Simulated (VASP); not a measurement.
A run of VASP 6.6.1:

The input INCAR:

```
  PREC = Accurate
  ENCUT = 600
  EDIFF = 1E-6
  ISMEAR = 0
  SIGMA = 0.05
  LREAL = F
  LASPH = T
  NELM = 60
  ALGO = Normal
  ISIF = 3
  LWAVE = F
  LCHARG = F
  GGA = PS
  IBRION = 2
  NSW = 80
  EDIFFG = -0.03
```

KPOINTS

```
regular mesh
0
Gamma
  20 20 11
```

The input POSCAR:

```
Rh
1.0
    2.6800000000      0.0000000000      0.0000000000
   -1.3400000000      2.3209480821      0.0000000000
    0.0000000000      0.0000000000      4.3764400000
Rh
2
Direct
    0.3333333333      0.6666666667      0.2500000000
    0.6666666667      0.3333333333      0.7500000000
```

Potentials or basis: VASP PAW PBE potentials, release 64 (Rh_pv).

Run with:

```sh
$ cat potpaw_PBE.64/Rh_pv/POTCAR > POTCAR
$ mpirun -np 1 vasp_std > vasp.out
```

Hardware: 1 thread of AMD EPYC 7R13, on a shared host.

**Question.** How long does it take, and how much memory?

**Answer.** Run time: 10 min on 1 thread of AMD EPYC 7R13 (shared host), peak memory 0.24 GiB. Counts: scf iterations 39, k points 264, ion steps 5.
